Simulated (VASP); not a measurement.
# CuMo (P4/mmm) in VASP: further runs

Runs on CuMo. Level: PBE. Tasks: single point, relaxation of cell and atoms.

Everything below comes from runs of VASP 6.6.1. Logs are shortened: lines on timing, memory, paths and dates and some standing lists are left out, and cuts for length are marked.

## Step 1: The cell of the first run

It takes space group P4/mmm (No. 123, tetragonal). Conventional cell: a = 2.564 Å, b = 2.564 Å, c = 4.202 Å, α = 90.00°, β = 90.00°, γ = 90.00°. Cu (site symmetry 4/mmm) has 4 Cu at 2.56 Å and 8 Mo at 2.78 Å within 3.4 Å. Mo (site symmetry 4/mmm) has 4 Mo at 2.56 Å and 8 Cu at 2.78 Å within 3.4 Å.

The cell was generated, and may not be a known phase.

## Step 2: Single point, PBE

INCAR reads:

```
PREC = Accurate
ENCUT = 520
EDIFF = 1E-6
ISMEAR = 0
SIGMA = 0.1
LREAL = F
LASPH = T
NELM = 60
ALGO = Normal
ISIF = 2
LWAVE = F
LCHARG = F
GGA = PE
NBANDS = 20
```

KPOINTS reads:

```
regular mesh
0
Gamma
  6 6 4
```

POSCAR reads:

```
CuMo
1.0
    2.5642405723      0.0000000000      0.0000000000
    0.0000000000      2.5642405723      0.0000000000
    0.0000000000      0.0000000000      4.2015002648
Cu Mo
1 1
Direct
    0.0000000000      0.0000000000      0.0000000000
    0.5000000000      0.5000000000      0.5000000000
```

Potentials or basis: VASP PAW PBE potentials, release 64 (Cu, Mo_sv).

Command:

```console
$ cat potpaw_PBE.64/Cu/POTCAR potpaw_PBE.64/Mo_sv/POTCAR > POTCAR
$ mpirun -np 1 vasp_std > vasp.out
```

OUTCAR:

```text
PREC = Accurate
   ENCUT = 520
   EDIFF = 1E-6
   ISMEAR = 0
   LREAL = F
   LASPH = T
   NELM = 60
   ISIF = 2
   GGA = PE

 ion  position               nearest neighbor table
   1  0.000  0.000  0.000-   2 2.78   2 2.78   2 2.78   2 2.78   2 2.78   2 2.78   2 2.78   2 2.78

   2  0.500  0.500  0.500-   1 2.78   1 2.78   1 2.78   1 2.78   1 2.78   1 2.78   1 2.78   1 2.78

  LATTYP: Found a simple tetragonal cell.
 ALAT       =     2.5642405723
 C/A-ratio  =     1.6384969141

  Lattice vectors:

 A1 = (   2.5642405723,   0.0000000000,   0.0000000000)
 A2 = (   0.0000000000,   2.5642405723,   0.0000000000)
 A3 = (   0.0000000000,   0.0000000000,   4.2015002648)

Analysis of symmetry for initial positions (statically):
=====================================================================
 Subroutine PRICEL returns:
 Original cell was already a primitive cell.

 Routine SETGRP: Setting up the symmetry group for a
 simple tetragonal supercell.

 Subroutine GETGRP returns: Found 16 space group operations
 (whereof 16 operations were pure point group operations)
 out of a pool of 16 trial point group operations.

The static configuration has the point symmetry D_4h.

Analysis of symmetry for dynamics (positions and initial velocities):
=====================================================================
 Subroutine PRICEL returns:
 Original cell was already a primitive cell.

 Routine SETGRP: Setting up the symmetry group for a
 simple tetragonal supercell.

 Subroutine GETGRP returns: Found 16 space group operations
 (whereof 16 operations were pure point group operations)
 out of a pool of 16 trial point group operations.

The dynamic configuration has the point symmetry D_4h.

 Subroutine INISYM returns: Found 16 space group operations
 (whereof 16 operations are pure point group operations),
 and found     1 'primitive' translations

----------------------------------------------------------------------------------------

                                     Primitive cell

  volume of cell :      27.6262

  direct lattice vectors                    reciprocal lattice vectors
     2.564240572  0.000000000  0.000000000     0.389979010  0.000000000  0.000000000
     0.000000000  2.564240572  0.000000000     0.000000000  0.389979010  0.000000000
     0.000000000  0.000000000  4.201500265     0.000000000  0.000000000  0.238010219

  length of vectors
     2.564240572  2.564240572  4.201500265     0.389979010  0.389979010  0.238010219

  position of ions in fractional coordinates (direct lattice)
     0.000000000  0.000000000  0.000000000
     0.500000000  0.500000000  0.500000000

  ion indices of the primitive-cell ions
   primitive index   ion index
                 1           1
                 2           2

----------------------------------------------------------------------------------------

 KPOINTS: regular mesh

Automatic generation of k-mesh.
 Grid dimensions read from file:
 generate k-points for:    6    6    4

 Generating k-lattice:

  Cartesian coordinates                     Fractional coordinates (reciprocal lattice)
     0.064996502  0.000000000  0.000000000     0.166666667  0.000000000  0.000000000
     0.000000000  0.064996502  0.000000000     0.000000000  0.166666667  0.000000000
     0.000000000  0.000000000  0.059502555     0.000000000  0.000000000  0.250000000

  Length of vectors
     0.064996502  0.064996502  0.059502555

  Shift w.r.t. Gamma in fractional coordinates (k-lattice)
     0.000000000  0.000000000  0.000000000

 Subroutine IBZKPT returns following result:
 ===========================================

 Found     30 irreducible k-points:

 Following reciprocal coordinates:
            Coordinates               Weight
  0.000000  0.000000  0.000000      1.000000
  0.166667  0.000000  0.000000      4.000000
  0.333333  0.000000  0.000000      4.000000
  0.500000  0.000000  0.000000      2.000000
  0.166667  0.166667  0.000000      4.000000
  0.333333  0.166667  0.000000      8.000000
[... 16 lines left out ...]
  0.333333  0.000000  0.500000      4.000000
  0.500000  0.000000  0.500000      2.000000
 [... further k-points ...]
   k-points           NKPTS =     30   k-points in BZ     NKDIM =     30   number of bands    NBANDS=     20
   number of dos      NEDOS =    301   number of ions     NIONS =      2
   total plane-waves  NPLWV =  12800
   dimension x,y,z NGX =    20 NGY =   20 NGZ =   32
   dimension x,y,z NGXF=    40 NGYF=   40 NGZF=   64
   ions per type =               1   1
   NGX,Y,Z   is equivalent  to a cutoff of  12.97, 12.97, 12.66 a.u.
   NGXF,Y,Z  is equivalent  to a cutoff of  25.93, 25.93, 25.32 a.u.
 SYSTEM =  unknown system
   PREC   = accura    normal or accurate (medium, high low for compatibility)
   ISTART =      0    job   : 0-new  1-cont  2-samecut
   ICHARG =      2    charge: 1-file 2-atom 10-const
   ISPIN  =      1    spin polarized calculation?
   LNONCOLLINEAR =      F non collinear calculations
   LSORBIT =      F    spin-orbit coupling
   LASPH  =      T    aspherical Exc in radial PAW
   ENCUT  =  520.0 eV  38.22 Ry    6.18 a.u.   4.77  4.77  7.81*2*pi/ulx,y,z
   NELM   =     60;   NELMIN=  2; NELMDL= -5     # of ELM steps
   EDIFF  = 0.1E-05   stopping-criterion for ELM
   LREAL  =      F    real-space projection
   EDIFFG = 0.1E-04   stopping-criterion for IOM
   NSW    =      0    number of steps for IOM
   IBRION =     -1    ionic relax: 0-MD 1-quasi-New 2-CG
   NFREE  =      0    steps in history (QN), initial steepest desc. (CG)
   ISIF   =      2    stress and relaxation
   ISYM   =      2    0-nonsym 1-usesym 2-fastsym
   POTIM  = 0.5000    time-step for ionic-motion
   TEBEG  =    0.0;   TEEND  =   0.0 temperature during run
   PSTRESS=    0.0 pullay stress
   NELECT =      25.0000    total number of electrons
   NUPDOWN=      -1.0000    fix difference up-down
   EMIN   =  10.00;   EMAX   =-10.00  energy-range for DOS
   EFERMI =   0.00;   METHOD = LEGACY
   ISMEAR =     0;   SIGMA  =   0.10  broadening in eV -4-tet -1-fermi 0-gaus
   EFERMI_NEDOS =   21; number of points for ismear=-14 and -15
   IALGO  =     38    algorithm
   IMIX   =      4    mixing-type and parameters
     AMIX     =   0.40;   BMIX     =  1.00
     AMIX_MAG =   1.60;   BMIX_MAG =  1.00
  volume/ion in A,a.u.               =      13.81        93.22
  Fermi-wavevector in a.u.,A,eV,Ry     =   1.583486  2.992354 34.115622  2.507427
  Thomas-Fermi vector in A             =   2.683249
   LORBIT       =      0    0 simple, 1 ext, 2 COOP (PROOUT), +10 PAW based schemes
   GGA     = PE    functional components
   LHFCALC =     F    Hartree Fock is set to
   AEXX    =    0.0000 exact exchange contribution
   IVDW    =     0    specifies the selected vdW correction
   LEPSILON=     F    determine dielectric tensor
   LRPA    =     F    only Hartree local field effects (RPA)
 non-spin polarized calculation
 Gauss-broadening in eV      SIGMA  =   0.10
  energy-cutoff  :      520.00
  volume of cell :       27.63
 maximum number of plane-waves:       758
 NGX is ok and might be reduce to    20
   NGX =  9   NGY =  9   NGZ = 15

 number of electron      24.9999985 magnetization

 Free energy of the ion-electron system (eV)
  ---------------------------------------------------
  ext. energy  EPLUGINS =         0.00000000
  ---------------------------------------------------
  free energy    TOTEN  =       -14.30701439 eV

  energy without entropy =      -14.30107737  energy(sigma->0) =      -14.30404588

 E-fermi :  10.1029     XC(G=0): -13.0488

 val. band max:       10.0961203286   @ k =   0.3333   0.1667   0.5000
 cond. band min:      10.2117212326   @ k =   0.5000   0.5000   0.0000
 fundamental gap:      0.1156009040
 Fermi energy:        10.1029032965

 k-point     1 :       0.0000    0.0000    0.0000
  band No.  band energies     occupation
      1     -50.7452      2.00000
      2     -24.8264      2.00000
      3     -23.9462      2.00000
      4     -23.9462      2.00000
      5       2.0587      2.00000
      6       5.1318      2.00000
[... 12 lines left out ...]
     19      24.3803      0.00000
     20      26.9276      0.00000

 k-point     2 :       0.1667    0.0000    0.0000
  band No.  band energies     occupation
      1     -50.6896      2.00000
      2     -24.7759      2.00000
      3     -24.3785      2.00000
      4     -23.9085      2.00000
      5       2.7852      2.00000
      6       5.5651      2.00000
[... 12 lines left out ...]
     19      25.6498      0.00000
     20      27.6238      0.00000

 k-point     3 :       0.3333    0.0000    0.0000
  band No.  band energies     occupation
      1     -50.5763      2.00000
      2     -25.1900      2.00000
      3     -24.6734      2.00000
      4     -23.8323      2.00000
      5       4.6134      2.00000
      6       6.2124      2.00000
[... 12 lines left out ...]
     19      25.3519      0.00000
     20      25.6604      0.00000

 k-point     4 :       0.5000    0.0000    0.0000
  band No.  band energies     occupation
      1     -50.5185      2.00000
      2     -25.5732      2.00000
      3     -24.6214      2.00000
      4     -23.7938      2.00000
      5       6.1411      2.00000
      6       6.5116      2.00000
[... 12 lines left out ...]
     19      22.9260      0.00000
     20      24.9843      0.00000

 k-point     5 :       0.1667    0.1667    0.0000
  band No.  band energies     occupation
      1     -50.6345      2.00000
      2     -24.7262      2.00000
      3     -24.3520      2.00000
      4     -24.3173      2.00000
      5       3.4654      2.00000
      6       6.0300      2.00000
[... 12 lines left out ...]
     19      22.4177      0.00000
     20      28.6437      0.00000
[... 353 lines left out ...]
      6       4.7454      2.00000
[... 12 lines left out ...]
     19      28.1967      0.00000
     20      28.1976      0.00000

 k-point    22 :       0.1667    0.0000    0.5000
  band No.  band energies     occupation
      1     -50.6892      2.00000
      2     -24.7917      2.00000
      3     -24.3776      2.00000
      4     -23.9085      2.00000
      5       4.3935      2.00000
      6       5.3625      2.00000
[... 12 lines left out ...]
     19      25.0325      0.00000
     20      27.4789      0.00000

 k-point    23 :       0.3333    0.0000    0.5000
  band No.  band energies     occupation
      1     -50.5760      2.00000
      2     -25.1872      2.00000
      3     -24.6838      2.00000
      4     -23.8320      2.00000
      5       4.6602      2.00000
      6       5.6520      2.00000
[... 12 lines left out ...]
     19      25.0909      0.00000
     20      25.3300      0.00000

 k-point    24 :       0.5000    0.0000    0.5000
  band No.  band energies     occupation
      1     -50.5183      2.00000
      2     -25.5696      2.00000
      3     -24.6290      2.00000
      4     -23.7933      2.00000
      5       4.4862      2.00000
      6       5.6081      2.00000
[... 12 lines left out ...]
     19      23.8767      0.00000
     20      26.3136      0.00000

 [... further k-points ...]

------------------------ aborting loop because EDIFF is reached ----------------------------------------

  FORCE on cell =-STRESS in cart. coord.  units (eV):
  Direction    XX          YY          ZZ          XY          YZ          ZX
  --------------------------------------------------------------------------------------
  -------------------------------------------------------------------------------------
  Total        0.1029018      0.1029018      0.1752290      0.0000000      0.0000000      0.0000000
  in kB        5.9677641      5.9677641     10.1623614      0.0000000      0.0000000      0.0000000
  external PRESSURE =       7.3659632 kB  Pullay stress =       0.0000000 kB

 VOLUME and BASIS-vectors are now :
 -----------------------------------------------------------------------------
  energy-cutoff  :      520.00
  volume of cell :       27.63
      direct lattice vectors                 reciprocal lattice vectors
     2.564240572  0.000000000  0.000000000     0.389979010  0.000000000  0.000000000
     0.000000000  2.564240572  0.000000000     0.000000000  0.389979010  0.000000000
     0.000000000  0.000000000  4.201500265     0.000000000  0.000000000  0.238010219

 POSITION                                       TOTAL-FORCE (eV/Angst)
 -----------------------------------------------------------------------------------
      0.00000      0.00000      0.00000         0.000000      0.000000      0.000000
      1.28212      1.28212      2.10075         0.000000      0.000000      0.000000
 -----------------------------------------------------------------------------------
    total drift:                                0.000000      0.000000      0.000000

  FREE ENERGIE OF THE ION-ELECTRON SYSTEM (eV)
  ---------------------------------------------------
  free  energy   TOTEN  =       -14.3070143883 eV

  energy  without entropy=      -14.3010773675  energy(sigma->0) =      -14.30404588
```

Run time: 8.5 s. Hardware: 1 thread of Intel Xeon 6975P-C (Granite Rapids), shared host; peak memory 0.14 GiB.

Results:

* Free energy: -14.3070 eV
* Pressure: 0.7 GPa
* Band gap on the k mesh: zero (an odd number of electrons rules out a gap without spin polarisation)

Stress tensor (GPa, compression positive):
```
0.60 0.00 0.00
0.00 0.60 0.00
0.00 0.00 1.02
```

Caveat: the k points lie up to 0.41 Å⁻¹ apart, too coarse for converged energies and pressures of a metal.

(Part 1 of 2 ends here.)

The gap in the log of VASP goes by the Fermi energy; the results here count the filled bands.